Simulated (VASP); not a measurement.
**MgF2: single point with HSE06**

Crystal: MgF2.

```xyz
6
Lattice="4.6219 0.0000 0.0000 0.0000 4.5819 0.0000 0.0000 0.0000 3.0461" Properties=species:S:1:pos:R:3 pbc="T T T"
Mg    2.3109    2.2909    1.5231
Mg    0.0000    0.0000    0.0000
F     3.7181    0.9102    1.5231
F     0.9038    3.6716    1.5231
F     1.4072    1.3807    0.0000
F     3.2147    3.2012    0.0000
```

This cell differs from its parent crystal: uniaxial y strain -0.9%.

| Property | Result |
| --- | --- |
| Program | VASP 6.6.1 |
| Task | single point |
| Functional | HSE06 |
| Potentials or basis | VASP PAW PBE potentials, release 64 (Mg, F) |
| Cutoff | 520 eV |
| k mesh | 4 × 4 × 6 |
| Occupations | gaussian, width 0.01 eV |
| Spin | no spin polarisation |
| Dipole correction | no |
| Grid for exact exchange (PRECFOCK) | Normal |
| Further INCAR settings | ALGO = Normal; EDIFF = 1e-06; NBANDS = 25 |
| Share of exact exchange | 0.25 |
| Screening parameter | 0.2079 1/Å |

- Pressure: 1.6 GPa
- Largest force: 0.015 eV/Å
- Band gap on the k mesh: 9.47 eV

Forces in eV/Å, atoms in the order of the input:
```
Mg   0.000  0.000  0.000
Mg   0.000  0.000  0.000
F    0.010 -0.011  0.000
F   -0.010  0.011  0.000
F    0.010  0.011  0.000
F   -0.010 -0.011  0.000
```

Stress tensor (GPa, compression positive):
```
1.61 0.00 0.00
0.00 2.01 0.00
0.00 0.00 1.27
```

Levels at points of the mesh, in eV from the valence-band top:
```csv
k point,band 13,band 14,band 15,band 16,band 17,band 18,band 19,band 20
"(0.00, 0.00, 0.00)",-0.69,-0.30,-0.28,0.00,9.47,14.71,14.74,16.16
"(0.50, 0.00, 0.00)",-0.95,-0.95,-0.38,-0.38,11.94,11.94,16.02,16.02
"(0.00, 0.50, 0.00)",-0.97,-0.97,-0.39,-0.39,11.97,11.97,15.98,15.98
"(0.50, 0.50, 0.00)",-0.94,-0.94,-0.82,-0.82,13.75,13.75,13.82,13.82
"(0.00, 0.00, 0.50)",-1.22,-1.22,-0.90,-0.90,14.38,14.38,17.55,17.55
"(0.50, 0.00, 0.50)",-0.73,-0.73,-0.72,-0.72,15.29,15.29,16.07,16.07
"(0.00, 0.50, 0.50)",-0.74,-0.74,-0.68,-0.68,15.29,15.29,16.13,16.13
"(0.50, 0.50, 0.50)",-0.65,-0.65,-0.48,-0.48,15.74,15.74,15.97,15.97
```

Run time: 61 min on 4 MPI ranks on Intel(R) Xeon(R) Platinum 8175M CPU @ 2.50GHz (Skylake/Cascade Lake), with other jobs on the host, peak memory 0.33 GiB a rank.

Caveat: the cell differs from its parent crystal (uniaxial y strain -0.9%); the PAW data sets were made with another functional, which shifts forces and pressure a little.
